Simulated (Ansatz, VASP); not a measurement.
**Ti: VASP beside Ansatz**

Contents of POSCAR:

```
Ti
1.0
    3.0965177982      0.0000000000      0.0000000000
   -1.5482588991      2.5418607360      0.0000000000
    0.0000000000      0.0000000000      4.6384185731
Ti
2
Direct
    0.3333333333      0.6666666667      0.2500000000
    0.6666666667      0.3333333333      0.7500000000
```

INCAR.step1

```
  PREC = Accurate
  ENCUT = 520
  ISMEAR = 1
  SIGMA = 0.05
  LREAL = False
  LASPH = True
  NELM = 100
  NBANDS = 19
  GGA = PE
  ALGO = Normal
  EDIFF = 1E-4
  LWAVE = True
  LCHARG = False
```

INCAR.step2

```
  PREC = Accurate
  ENCUT = 520
  EDIFF = 1E-7
  ISMEAR = 1
  SIGMA = 0.05
  LREAL = False
  LASPH = True
  NELM = 100
  ALGO = Normal
  ISIF = 2
  LWAVE = False
  LCHARG = False
  METAGGA = R2SCAN
  LMIXTAU = True
  NBANDS = 19
  ISTART = 1
```

File KPOINTS:

```
regular mesh
0
Gamma
  18 18 10
```

Input for Ansatz:

```yaml
crystal:
  lattice:
    - [3.0965177982, 0.0, 0.0]
    - [-1.5482588991, 2.541860736, 0.0]
    - [0.0, 0.0, 4.6384185731]
  atoms:
    - { symbol: Ti, position: [0.3333333333, 0.6666666667, 0.25] }
    - { symbol: Ti, position: [0.6666666667, 0.3333333333, 0.75] }
basis:
  ecutwfc: 520.0
kpoints:
  mp_grid: { grid: [18, 18, 10] }
hamiltonian:
  xc: r2scan
scf:
  occupations: { method: cold, width: 0.05 }
output:
  forces: true
  stress: true
  eigenvalues: true
```

Change from the starting cell: normal strain along x +0.0550, normal strain along z +0.0000.

Alike in both runs: task single point; functional r2SCAN; k mesh 18 × 18 × 10; no spin polarisation.

```csv
,VASP,Ansatz
version,VASP 6.6.1,Ansatz 0.2.0
potentials or method,"VASP PAW PBE potentials, release 64 (Ti_sv), cutoff 520 eV","scalar-relativistic, plane waves, PAW"
occupations,"methfessel-paxton of order 1, width 0.05 eV","cold, width 0.05 eV"
valence electrons in the cell,24,24
```

```csv
,VASP,Ansatz,Ansatz less VASP
gap on the k mesh at the Fermi level (eV),none,none,-
pressure (GPa),-5.4,-5.7,-0.31
"traceless stress, the component that is largest in VASP (GPa)",-4.14,-4.16,-0.018
rms of the force components (eV/Å),0.107,0.107,-0.0006
```

VASP's potentials were made for PBE, not for r2SCAN. Atom by atom the forces differ by 0.001 eV/Å (rms over components). A gap of «none» marks a metal or a gap that the smearing closes.
